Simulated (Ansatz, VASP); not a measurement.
One calculation of Ge, two programs

```xyz
1
Lattice="2.6081 0.0000 0.0000 0.0000 2.6081 0.0000 0.0000 0.0000 2.6081" Properties=species:S:1:pos:R:3 pbc="T T T"
Ge    0.0000    0.0000    0.0000
```

Alike in both runs: task single point; functional r2SCAN; k mesh 13 × 13 × 13; occupations fermi-dirac, width 0.1 eV; no spin polarisation.

|  | VASP | Ansatz |
| --- | --- | --- |
| version | VASP 6.6.1 | Ansatz 0.2.0 |
| potentials or method | VASP PAW PBE potentials, release 64 (Ge_d), cutoff 520 eV | plane waves (500 eV) with PAW, scalar-relativistic |
| valence electrons in the cell | 14 | 14 |

```csv
,VASP,Ansatz,Ansatz less VASP
pressure (GPa),7.9,7.9,-0.06
```

VASP's potentials were made for PBE, not for r2SCAN.
